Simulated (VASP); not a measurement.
# As (P6_3/mmc) in VASP: density of states with PBE

Aim: the density of states of As with PBE.

Program: VASP 6.6.1. These are calculated values, not measurements. Logs are shortened: lines on timing, memory, paths and dates and some standing lists are left out, and cuts for length are marked.

## 1. The cell of the first run

The structure is hexagonal, space group P6_3/mmc (No. 194). Conventional cell: a = 2.296 Å, b = 2.296 Å, c = 3.653 Å, α = 90.00°, β = 90.00°, γ = 120.00°. Within 3.0 Å of As (site symmetry -6m2) lie 12 As at 2.26 to 2.30 Å.

## 2. Density of states, PBE (volume scaled by 0.43)

Input file POSCAR:

```
As
1.0
    2.2963609458      0.0000000000      0.0000000000
   -1.1481804729      1.9887069153      0.0000000000
    0.0000000000      0.0000000000      3.6528768496
As
2
Direct
    0.3333333333      0.6666666667      0.2500000000
    0.6666666667      0.3333333333      0.7500000000
```

Input file INCAR.step1:

```
PREC = Accurate
ENCUT = 520
EDIFF = 1E-6
ISMEAR = -1
SIGMA = 0.1
LREAL = F
LASPH = T
NELM = 80
ALGO = Normal
ISIF = 2
LWAVE = F
LCHARG = T
GGA = PE
NBANDS = 12
```

Input file KPOINTS.step1:

```
regular mesh
0
Gamma
  16 16 9
```

Input file INCAR.step2:

```
PREC = Accurate
ENCUT = 520
EDIFF = 1E-6
ISMEAR = -5
SIGMA = 0.1
LREAL = F
LASPH = T
NELM = 80
ALGO = Normal
ISIF = 2
LWAVE = F
LCHARG = F
GGA = PE
LORBIT = 11
NEDOS = 2001
ICHARG = 11
```

Input file KPOINTS.step2:

```
regular mesh
0
Gamma
  24 24 14
```

Potentials or basis: VASP PAW PBE potentials, release 64 (As).

Run with:

```
$ cat potpaw_PBE.64/As/POTCAR > POTCAR
$ cp INCAR.step1 INCAR
$ cp KPOINTS.step1 KPOINTS
$ mpirun -np 1 vasp_std > vasp.out
$ cp INCAR.step2 INCAR
$ cp KPOINTS.step2 KPOINTS
$ mpirun -np 1 vasp_std > vasp.out
```

OUTCAR:

```text
PREC = Accurate
   ENCUT = 520
   EDIFF = 1E-6
   ISMEAR = -5
   LREAL = F
   LASPH = T
   NELM = 80
   ISIF = 2
   GGA = PE
   LORBIT = 11
   ICHARG = 11

 ion  position               nearest neighbor table
   1  0.333  0.667  0.250-   2 2.26   2 2.26   2 2.26   2 2.26   2 2.26   2 2.26
   2  0.667  0.333  0.750-   1 2.26   1 2.26   1 2.26   1 2.26   1 2.26   1 2.26

  LATTYP: Found a hexagonal cell.
 ALAT       =     2.2963609458
 C/A-ratio  =     1.5907241657

  Lattice vectors:

 A1 = (   2.2963609458,   0.0000000000,   0.0000000000)
 A2 = (  -1.1481804729,   1.9887069153,   0.0000000000)
 A3 = (   0.0000000000,   0.0000000000,   3.6528768496)

Analysis of symmetry for initial positions (statically):
=====================================================================
 Subroutine PRICEL returns:
 Original cell was already a primitive cell.

 Routine SETGRP: Setting up the symmetry group for a
 hexagonal supercell.

 Subroutine GETGRP returns: Found 24 space group operations
 (whereof 12 operations were pure point group operations)
 out of a pool of 24 trial point group operations.

The static configuration has the point symmetry D_3d.
 The point group associated with its full space group is D_6h.

Analysis of symmetry for dynamics (positions and initial velocities):
=====================================================================
 Subroutine PRICEL returns:
 Original cell was already a primitive cell.

 Routine SETGRP: Setting up the symmetry group for a
 hexagonal supercell.

 Subroutine GETGRP returns: Found 24 space group operations
 (whereof 12 operations were pure point group operations)
 out of a pool of 24 trial point group operations.

The dynamic configuration has the point symmetry D_3d.
 The point group associated with its full space group is D_6h.

 Subroutine INISYM returns: Found 24 space group operations
 (whereof 12 operations are pure point group operations),
 and found     1 'primitive' translations

----------------------------------------------------------------------------------------

                                     Primitive cell

  volume of cell :      16.6819

  direct lattice vectors                    reciprocal lattice vectors
     2.296360946  0.000000000  0.000000000     0.435471611  0.251419652  0.000000000
    -1.148180473  1.988706915  0.000000000     0.000000000  0.502839303  0.000000000
     0.000000000  0.000000000  3.652876850     0.000000000  0.000000000  0.273756834

  length of vectors
     2.296360946  2.296360946  3.652876850     0.502839303  0.502839303  0.273756834

  position of ions in fractional coordinates (direct lattice)
     0.333333333  0.666666667  0.250000000
     0.666666667  0.333333333  0.750000000

  ion indices of the primitive-cell ions
   primitive index   ion index
                 1           1
                 2           2

----------------------------------------------------------------------------------------

 KPOINTS: regular mesh

Automatic generation of k-mesh.
 Grid dimensions read from file:
 generate k-points for:   24   24   14

 Generating k-lattice:

  Cartesian coordinates                     Fractional coordinates (reciprocal lattice)
     0.018144650  0.010475819  0.000000000     0.041666667  0.000000000  0.000000000
     0.000000000  0.020951638  0.000000000     0.000000000  0.041666667  0.000000000
     0.000000000  0.000000000  0.019554060     0.000000000  0.000000000  0.071428571

  Length of vectors
     0.020951638  0.020951638  0.019554060

  Shift w.r.t. Gamma in fractional coordinates (k-lattice)
     0.000000000  0.000000000  0.000000000

 TETIRR: Found   8183 inequivalent tetrahedra from    48384

 Subroutine IBZKPT returns following result:
 ===========================================

 Found    488 irreducible k-points:

 Following reciprocal coordinates:
            Coordinates               Weight
  0.000000  0.000000  0.000000      1.000000
  0.041667  0.000000  0.000000      6.000000
  0.083333  0.000000  0.000000      6.000000
  0.125000  0.000000  0.000000      6.000000
  0.166667  0.000000  0.000000      6.000000
  0.208333  0.000000  0.000000      6.000000
[... 16 lines left out ...]
  0.416667  0.041667  0.000000     12.000000
  0.458333  0.041667  0.000000     12.000000
 [... further k-points ...]
   k-points           NKPTS =    488   k-points in BZ     NKDIM =    488   number of bands    NBANDS=      9
   number of dos      NEDOS =   2001   number of ions     NIONS =      2
   total plane-waves  NPLWV =   9072
   dimension x,y,z NGX =    18 NGY =   18 NGZ =   28
   dimension x,y,z NGXF=    36 NGYF=   36 NGZF=   56
   ions per type =               2
   NGX,Y,Z   is equivalent  to a cutoff of  13.03, 13.03, 12.74 a.u.
   NGXF,Y,Z  is equivalent  to a cutoff of  26.06, 26.06, 25.49 a.u.
 SYSTEM =  unknown system
   PREC   = accura    normal or accurate (medium, high low for compatibility)
   ISTART =      0    job   : 0-new  1-cont  2-samecut
   ICHARG =     11    charge: 1-file 2-atom 10-const
   ISPIN  =      1    spin polarized calculation?
   LNONCOLLINEAR =      F non collinear calculations
   LSORBIT =      F    spin-orbit coupling
   LASPH  =      T    aspherical Exc in radial PAW
   ENCUT  =  520.0 eV  38.22 Ry    6.18 a.u.   4.27  4.27  6.79*2*pi/ulx,y,z
   NELM   =     80;   NELMIN=  2; NELMDL=  0     # of ELM steps
   EDIFF  = 0.1E-05   stopping-criterion for ELM
   LREAL  =      F    real-space projection
   EDIFFG = 0.1E-04   stopping-criterion for IOM
   NSW    =      0    number of steps for IOM
   IBRION =     -1    ionic relax: 0-MD 1-quasi-New 2-CG
   NFREE  =      0    steps in history (QN), initial steepest desc. (CG)
   ISIF   =      2    stress and relaxation
   ISYM   =      2    0-nonsym 1-usesym 2-fastsym
   POTIM  = 0.5000    time-step for ionic-motion
   TEBEG  =    0.0;   TEEND  =   0.0 temperature during run
   PSTRESS=    0.0 pullay stress
   NELECT =      10.0000    total number of electrons
   NUPDOWN=      -1.0000    fix difference up-down
   EMIN   =  10.00;   EMAX   =-10.00  energy-range for DOS
   EFERMI =   0.00;   METHOD = LEGACY
   ISMEAR =    -5;   SIGMA  =   0.10  broadening in eV -4-tet -1-fermi 0-gaus
   EFERMI_NEDOS =   21; number of points for ismear=-14 and -15
   IALGO  =     38    algorithm
   IMIX   =      4    mixing-type and parameters
     AMIX     =   0.40;   BMIX     =  1.00
     AMIX_MAG =   1.60;   BMIX_MAG =  1.00
  volume/ion in A,a.u.               =       8.34        56.29
  Fermi-wavevector in a.u.,A,eV,Ry     =   1.380362  2.608505 25.924512  1.905398
  Thomas-Fermi vector in A             =   2.505246
   LORBIT       =     11    0 simple, 1 ext, 2 COOP (PROOUT), +10 PAW based schemes
   GGA     = PE    functional components
   LHFCALC =     F    Hartree Fock is set to
   AEXX    =    0.0000 exact exchange contribution
   IVDW    =     0    specifies the selected vdW correction
   LEPSILON=     F    determine dielectric tensor
   LRPA    =     F    only Hartree local field effects (RPA)
 non-spin polarized calculation
 Fermi weights with tetrahedron method with Bloechl corrections
  energy-cutoff  :      520.00
  volume of cell :       16.68
 maximum number of plane-waves:       482
 NGX is ok and might be reduce to    18

 number of electron       9.9999996 magnetization

 Free energy of the ion-electron system (eV)
  ---------------------------------------------------
  ext. energy  EPLUGINS =         0.00000000
  ---------------------------------------------------
  free energy    TOTEN  =         5.12011712 eV

  energy without entropy =        5.12011712  energy(sigma->0) =        5.12011712

 E-fermi :  20.3569     XC(G=0): -14.7554

 val. band max:       20.8166593986   @ k =   0.1667   0.0417   0.5000
 cond. band min:      19.9190959717   @ k =   0.0417   0.0000   0.5000
 fundamental gap:     -0.8975634268
 Fermi energy:        20.3568998566

 k-point     1 :       0.0000    0.0000    0.0000
  band No.  band energies     occupation
      1      -6.3284      2.00000
      2       4.9084      2.00000
      3       6.0311      2.00000
      4      29.4525      0.00000
      5      29.4526      0.00000
      6      32.0896      0.00000
      7      32.0896      0.00000
      8      33.8883      0.00000
      9      35.3232      0.00000

 k-point     2 :       0.0417    0.0000    0.0000
  band No.  band energies     occupation
      1      -6.2605      2.00000
      2       4.9833      2.00000
      3       6.0913      2.00000
      4      28.2195      0.00000
      5      28.7785      0.00000
      6      31.5307      0.00000
      7      32.8439      0.00000
      8      35.0886      0.00000
      9      35.8431      0.00000

 k-point     3 :       0.0833    0.0000    0.0000
  band No.  band energies     occupation
      1      -6.0563      2.00000
      2       5.2077      2.00000
      3       6.2720      2.00000
      4      25.8698      0.00000
      5      27.5806      0.00000
      6      30.6957      0.00000
      7      34.2587      0.00000
      8      35.8545      0.00000
      9      36.2015      0.00000
[... 229 lines left out ...]
 k-point    23 :       0.4167    0.0417    0.0000
  band No.  band energies     occupation
      1       1.2908      2.00000
      2       6.2330      2.00000
      3      12.5541      2.00000
      4      13.0502      2.00000
      5      18.0012      2.00000
      6      18.4066      2.01650
      7      19.8803      1.88491
      8      27.0194      0.00000
      9      30.3956      0.00000

 k-point    24 :       0.4583    0.0417    0.0000
  band No.  band energies     occupation
      1       2.7894      2.00000
      2       4.4821      2.00000
      3      13.5565      2.00000
      4      14.2375      2.00000
      5      16.5358      2.00000
      6      17.1861      2.00000
      7      19.7266      2.11719
      8      26.9182      0.00000
      9      30.2450      0.00000

 [... further k-points ...]

------------------------ aborting loop because EDIFF is reached ----------------------------------------

  FORCE on cell =-STRESS in cart. coord.  units (eV):
  Direction    XX          YY          ZZ          XY          YZ          ZX
  --------------------------------------------------------------------------------------
  -------------------------------------------------------------------------------------
  Total       44.1431032     44.1431032     43.9371529      0.0000000      0.0000000      0.0000000
  in kB     4239.6253004   4239.6253003   4219.8452648      0.0000000      0.0000000      0.0000000
  external PRESSURE =    4233.0319552 kB  Pullay stress =       0.0000000 kB

 VOLUME and BASIS-vectors are now :
 -----------------------------------------------------------------------------
  energy-cutoff  :      520.00
  volume of cell :       16.68
      direct lattice vectors                 reciprocal lattice vectors
     2.296360946  0.000000000  0.000000000     0.435471611  0.251419652  0.000000000
    -1.148180473  1.988706915  0.000000000     0.000000000  0.502839303  0.000000000
     0.000000000  0.000000000  3.652876850     0.000000000  0.000000000  0.273756834

 POSITION                                       TOTAL-FORCE (eV/Angst)
 -----------------------------------------------------------------------------------
     -0.00000      1.32580      0.91322         0.000000     -0.000000     -0.000000
      1.14818      0.66290      2.73966        -0.000000      0.000000      0.000000
 -----------------------------------------------------------------------------------
    total drift:                               -0.000000      0.000000     -0.000000

  FREE ENERGIE OF THE ION-ELECTRON SYSTEM (eV)
  ---------------------------------------------------
  free  energy   TOTEN  =         5.1201171177 eV

  energy  without entropy=        5.1201171177  energy(sigma->0) =        5.12011712

 total charge

# of ion       s       p       d       tot
------------------------------------------
    1        1.355   1.870   0.471   3.696
    2        1.355   1.870   0.471   3.696
--------------------------------------------------
tot          2.709   3.741   0.942   7.392
```

Run time: 32 s. Hardware: 1 thread of AMD EPYC 9R45 (Zen 5), shared host; peak memory 0.16 GiB.

Results:

| Item | Value |
| --- | --- |
| Valence electrons inside the program's atomic spheres | As 3.70 |

Levels at points of the mesh, in eV from the Fermi level:
| k point | band 2 | band 3 | band 4 | band 5 | band 6 | band 7 | band 8 | band 9 |
| --- | --- | --- | --- | --- | --- | --- | --- | --- |
| (0.00, 0.00, 0.00) | -15.45 | -14.33 | 9.10 | 9.10 | 11.73 | 11.73 | 13.53 | 14.97 |
| (0.50, 0.00, 0.00) | -16.59 | -6.68 | -5.89 | -4.18 | -3.41 | 0.15 | 5.67 | 10.51 |
| (0.00, 0.00, 0.50) | -23.77 | -0.50 | -0.50 | 11.72 | 11.72 | 11.72 | 11.72 | 14.84 |
| (0.50, 0.00, 0.50) | -14.69 | -12.91 | -12.91 | 3.35 | 3.35 | 6.47 | 6.47 | 7.58 |

Caveat: tetrahedron occupations give inexact forces and stress in metals.
